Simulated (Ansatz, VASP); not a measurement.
**Al in VASP and in Ansatz**

```
Al
1.0
    -1.59122    1.60116    1.60116
     1.59122   -1.58127    1.58127
     1.59122    1.58127   -1.58127
Al
1
Cartesian
  0.0000 0.0000 0.0000
```

Change from the starting cell: strain +0.0125 x Voigt [0, 0, 0, 1, 0, 0], atoms carried along.

Alike in both runs: task single point; functional r2SCAN; k mesh 20 × 20 × 20; occupations gaussian, width 0.15 eV; no spin polarisation.

|  | VASP | Ansatz |
| --- | --- | --- |
| version | VASP 6.6.1 | Ansatz 0.2.0 |
| potentials or method | VASP PAW PBE potentials, release 64 (Al), cutoff 520 eV | scalar-relativistic, plane waves, PAW |
| valence electrons in the cell | 3 | 3 |

|  | VASP | Ansatz | Ansatz less VASP |
| --- | --- | --- | --- |
| gap on the k mesh at the Fermi level (eV) | none | none | - |
| pressure (GPa) | 0.2 | 0.5 | +0.31 |
| traceless stress, the component that is largest in VASP (GPa) | -0.43 | -0.43 | 0.000 |

VASP's potentials were made for PBE, not for r2SCAN. A gap of «none» marks a metal or a gap that the smearing closes. The functional is the same, so the differences come from potentials, cutoffs and numerics.
